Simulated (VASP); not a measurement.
# KIr (CsCl type) (Pm-3m) in VASP: single point with LDA

Aim: the single point of KIr (CsCl type) with LDA.

All numbers are computed with VASP 6.6.1; they aren't measurements. Logs are shortened: lines on timing, memory, paths and dates and some standing lists are left out, and cuts for length are marked.

## (1) The cell of the first run

The structure is cubic, space group Pm-3m (No. 221). The conventional cell has a = 3.475 Å, b = 3.475 Å, c = 3.475 Å, α = 90.00°, β = 90.00°, γ = 90.00°. K (site symmetry m-3m) has 8 Ir at 3.01 Å and 6 K at 3.47 Å within 4.0 Å. Ir (site symmetry m-3m) has 8 K at 3.01 Å and 6 Ir at 3.47 Å within 4.0 Å.

## (2) Single point, LDA, non-collinear spin, zero start, spin-orbit coupling

File INCAR:

```
SYSTEM = KIr
PREC = Accurate ; ENCUT = 520
EDIFF = 1E-6 ; ISMEAR = -1
SIGMA = 0.05 ; LREAL = .False.
LASPH = .True. ; NELM = 150
ALGO = Normal ; ISIF = 2
LWAVE = .False. ; LCHARG = .True.
MAGMOM = 0 0 0 0 0 0 ; LORBIT = 11
LSORBIT = .True. ; GGA_COMPAT = .False.
LORBMOM = .True. ; LMAXMIX = 4
LVHAR = .True. ; NBANDS = 30
```

File KPOINTS:

```
regular mesh
0
Gamma
  10 10 10
  0 0 0
```

File POSCAR:

```
KIr
1.0
    3.4746618312      0.0000000000      0.0000000000
    0.0000000000      3.4746618312      0.0000000000
    0.0000000000      0.0000000000      3.4746618312
K Ir
1 1
Direct
    0.0000000000      0.0000000000      0.0000000000
    0.5000000000      0.5000000000      0.5000000000
```

Potentials or basis: VASP PAW LDA potentials, release 64 (K_sv, Ir).

On the command line:

```console
cat potpaw_LDA.64/K_sv/POTCAR potpaw_LDA.64/Ir/POTCAR > POTCAR
mpirun -np 1 vasp_ncl > vasp.out
```

OUTCAR:

```text
SYSTEM = KIr
   PREC = Accurate
   ENCUT = 520
   EDIFF = 1E-6
   ISMEAR = -1
   LREAL = .False.
   LASPH = .True.
   NELM = 150
   ISIF = 2
   LORBIT = 11
   LSORBIT = .True.

 ion  position               nearest neighbor table
   1  0.000  0.000  0.000-   2 3.01   2 3.01   2 3.01   2 3.01   2 3.01   2 3.01   2 3.01   2 3.01

   2  0.500  0.500  0.500-   1 3.01   1 3.01   1 3.01   1 3.01   1 3.01   1 3.01   1 3.01   1 3.01

  LATTYP: Found a simple cubic cell.
 ALAT       =     3.4746618312

  Lattice vectors:

 A1 = (   3.4746618312,   0.0000000000,   0.0000000000)
 A2 = (   0.0000000000,   3.4746618312,   0.0000000000)
 A3 = (   0.0000000000,   0.0000000000,   3.4746618312)

Analysis of symmetry for initial positions (statically):
=====================================================================
 Subroutine PRICEL returns:
 Original cell was already a primitive cell.

 Routine SETGRP: Setting up the symmetry group for a
 simple cubic supercell.

 Subroutine GETGRP returns: Found 48 space group operations
 (whereof 48 operations were pure point group operations)
 out of a pool of 48 trial point group operations.

The static configuration has the point symmetry O_h .

Analysis of symmetry for dynamics (positions and initial velocities):
=====================================================================
 Subroutine PRICEL returns:
 Original cell was already a primitive cell.

 Routine SETGRP: Setting up the symmetry group for a
 simple cubic supercell.

 Subroutine GETGRP returns: Found 48 space group operations
 (whereof 48 operations were pure point group operations)
 out of a pool of 48 trial point group operations.

The dynamic configuration has the point symmetry O_h .

Analysis of structural, dynamic, and magnetic symmetry:
=====================================================================
 Subroutine PRICEL returns:
 Original cell was already a primitive cell.

 Routine SETGRP: Setting up the symmetry group for a
 simple cubic supercell.

 Subroutine GETGRP returns: Found 48 space group operations
 (whereof 48 operations were pure point group operations)
 out of a pool of 48 trial point group operations.

The overall configuration has the point symmetry O_h .

 Subroutine INISYM returns: Found 48 space group operations
 (whereof 48 operations are pure point group operations),
 and found     1 'primitive' translations

----------------------------------------------------------------------------------------

                                     Primitive cell

  volume of cell :      41.9505

  direct lattice vectors                    reciprocal lattice vectors
     3.474661831  0.000000000  0.000000000     0.287797791  0.000000000  0.000000000
     0.000000000  3.474661831  0.000000000     0.000000000  0.287797791  0.000000000
     0.000000000  0.000000000  3.474661831     0.000000000  0.000000000  0.287797791

  length of vectors
     3.474661831  3.474661831  3.474661831     0.287797791  0.287797791  0.287797791

  position of ions in fractional coordinates (direct lattice)
     0.000000000  0.000000000  0.000000000
     0.500000000  0.500000000  0.500000000

  ion indices of the primitive-cell ions
   primitive index   ion index
                 1           1
                 2           2

----------------------------------------------------------------------------------------

 KPOINTS: regular mesh

Automatic generation of k-mesh.
 Grid dimensions read from file:
 generate k-points for:   10   10   10

 Generating k-lattice:

  Cartesian coordinates                     Fractional coordinates (reciprocal lattice)
     0.028779779  0.000000000  0.000000000     0.100000000  0.000000000  0.000000000
     0.000000000  0.028779779  0.000000000     0.000000000  0.100000000  0.000000000
     0.000000000  0.000000000  0.028779779     0.000000000  0.000000000  0.100000000

  Length of vectors
     0.028779779  0.028779779  0.028779779

  Shift w.r.t. Gamma in fractional coordinates (k-lattice)
[... 87 lines left out ...]
   NGX = 13   NGY = 13   NGZ = 13

 number of electron      18.0000000 magnetization       0.0000000      0.0000000      0.0000000

 number of electron      17.9999999 magnetization      -0.0000000      0.0000000     -0.0000000

 number of electron      17.9999999 magnetization       0.0000000      0.0000000     -0.0000000

 Free energy of the ion-electron system (eV)
  ---------------------------------------------------
  ext. energy  EPLUGINS =         0.00000000
  ---------------------------------------------------
  free energy    TOTEN  =        -8.38323746 eV

  energy without entropy =       -8.36000287  energy(sigma->0) =       -8.37162016

 E-fermi :   2.9157     XC(G=0): -11.0323

 val. band max:        2.9068927417   @ k =   0.3000   0.1000   0.1000
 cond. band min:       2.9331661576   @ k =   0.2000   0.2000   0.0000
 fundamental gap:      0.0262734159
 Fermi energy:         2.9157083789

 k-point     1 :       0.0000    0.0000    0.0000
  band No.  band energies     occupation
      1     -25.6545      1.00000
      2     -25.6545      1.00000
      3      -9.4052      1.00000
      4      -9.4052      1.00000
      5      -9.1256      1.00000
      6      -9.1256      1.00000
[... 781 lines left out ...]
     29      12.8441      0.00000
     30      12.8441      0.00000

 [... further k-points ...]
[... 5 lines left out ...]
  --------------------------------------------------------------------------------------
  -------------------------------------------------------------------------------------
  Total        0.1170353      0.1170353      0.1170353     -0.0000000      0.0000000     -0.0000000
  in kB        4.4698164      4.4698164      4.4698164     -0.0000000      0.0000000     -0.0000000
  external PRESSURE =       4.4698164 kB  Pullay stress =       0.0000000 kB

 VOLUME and BASIS-vectors are now :
 -----------------------------------------------------------------------------
  energy-cutoff  :      520.00
  volume of cell :       41.95
      direct lattice vectors                 reciprocal lattice vectors
     3.474661831  0.000000000  0.000000000     0.287797791  0.000000000  0.000000000
     0.000000000  3.474661831  0.000000000     0.000000000  0.287797791  0.000000000
     0.000000000  0.000000000  3.474661831     0.000000000  0.000000000  0.287797791

 POSITION                                       TOTAL-FORCE (eV/Angst)
 -----------------------------------------------------------------------------------
      0.00000      0.00000      0.00000         0.000000      0.000000      0.000000
      1.73733      1.73733      1.73733         0.000000      0.000000      0.000000
 -----------------------------------------------------------------------------------
    total drift:                                0.000000      0.000000      0.000000

  FREE ENERGIE OF THE ION-ELECTRON SYSTEM (eV)
  ---------------------------------------------------
  free  energy   TOTEN  =        -8.3832374564 eV

  energy  without entropy=       -8.3600028656  energy(sigma->0) =       -8.37162016

 orbital moment (x)

 # of ion     p       d       tot
 ----------------------------------------
  1         0.000  -0.000   0.000
  2         0.000   0.000   0.000
 ----------------------------------------
            0.000   0.000   0.000

 orbital moment (y)

 # of ion     p       d       tot
 ----------------------------------------
  1        -0.000   0.000  -0.000
  2         0.000   0.000   0.000
 ----------------------------------------
           -0.000   0.000   0.000

 orbital moment (z)

 # of ion     p       d       tot
 ----------------------------------------
  1         0.000   0.000   0.000
  2        -0.000   0.000  -0.000
 ----------------------------------------
           -0.000   0.000  -0.000

 Spin-Orbit-Coupling matrix elements

 Ion:    1  E_soc:     -0.0111577
 l=   1
     0.0000000    -0.0018438    -0.0018438
    -0.0018438     0.0000000    -0.0018438
    -0.0018438    -0.0018438     0.0000000
 l=   2
     0.0000000    -0.0000076     0.0000000    -0.0000076    -0.0000082
    -0.0000076     0.0000000    -0.0000061    -0.0000076    -0.0000020
     0.0000000    -0.0000061     0.0000000    -0.0000061     0.0000000
    -0.0000076    -0.0000076    -0.0000061     0.0000000    -0.0000020
    -0.0000082    -0.0000020     0.0000000    -0.0000020     0.0000000
 l=   3
     0.0000000     0.0000000     0.0000000     0.0000000     0.0000000     0.0000000     0.0000000
     0.0000000     0.0000000     0.0000000     0.0000000     0.0000000     0.0000000     0.0000000
     0.0000000     0.0000000     0.0000000     0.0000000     0.0000000     0.0000000     0.0000000
     0.0000000     0.0000000     0.0000000     0.0000000     0.0000000     0.0000000     0.0000000
     0.0000000     0.0000000     0.0000000     0.0000000     0.0000000     0.0000000     0.0000000
     0.0000000     0.0000000     0.0000000     0.0000000     0.0000000     0.0000000     0.0000000
     0.0000000     0.0000000     0.0000000     0.0000000     0.0000000     0.0000000     0.0000000

 Ion:    2  E_soc:     -0.8807341
 l=   1
     0.0000000    -0.0089316    -0.0089316
    -0.0089316     0.0000000    -0.0089316
    -0.0089316    -0.0089316     0.0000000
 l=   2
     0.0000000    -0.0330820     0.0000000    -0.0330820    -0.1047754
    -0.0330820     0.0000000    -0.0785815    -0.0330820    -0.0261938
     0.0000000    -0.0785815     0.0000000    -0.0785815     0.0000000
    -0.0330820    -0.0330820    -0.0785815     0.0000000    -0.0261938
    -0.1047754    -0.0261938     0.0000000    -0.0261938     0.0000000
 l=   3
     0.0000000     0.0000000     0.0000000     0.0000000     0.0000000     0.0000000     0.0000000
     0.0000000     0.0000000     0.0000000     0.0000000     0.0000000     0.0000000     0.0000000
     0.0000000     0.0000000     0.0000000     0.0000000     0.0000000     0.0000000     0.0000000
     0.0000000     0.0000000     0.0000000     0.0000000     0.0000000     0.0000000     0.0000000
     0.0000000     0.0000000     0.0000000     0.0000000     0.0000000     0.0000000     0.0000000
     0.0000000     0.0000000     0.0000000     0.0000000     0.0000000     0.0000000     0.0000000
     0.0000000     0.0000000     0.0000000     0.0000000     0.0000000     0.0000000     0.0000000

 total charge

# of ion       s       p       d       tot
------------------------------------------
    1        1.996   5.559   0.124   7.678
    2        0.634   0.122   7.091   7.847
--------------------------------------------------
tot          2.630   5.681   7.215  15.526

 magnetization (x)

# of ion       s       p       d       tot
------------------------------------------
    1        0.000   0.000  -0.000   0.000
    2        0.000   0.000   0.000   0.000
--------------------------------------------------
tot          0.000   0.000  -0.000   0.000

 magnetization (y)

# of ion       s       p       d       tot
------------------------------------------
    1        0.000   0.000  -0.000   0.000
    2        0.000  -0.000   0.000   0.000
--------------------------------------------------
tot          0.000  -0.000   0.000   0.000

 magnetization (z)

# of ion       s       p       d       tot
------------------------------------------
    1        0.000   0.000   0.000   0.000
    2        0.000  -0.000   0.000   0.000
--------------------------------------------------
tot          0.000   0.000   0.000   0.000
```

Wall time 2.1 min (1 thread of Intel Xeon 6975P-C, shared host); peak memory 0.27 GiB.

Results:

| Item | Value |
| --- | --- |
| Free energy | -8.3832 eV |
| Pressure | 0.4 GPa |
| Net moment | 0.00 μB per cell |
| Valence electrons inside the program's atomic spheres | K 7.68; Ir 7.85 |

Moments on the atoms (μB; x, y, z):
```
K   0.00 0.00 0.00
Ir  0.00 0.00 0.00
```
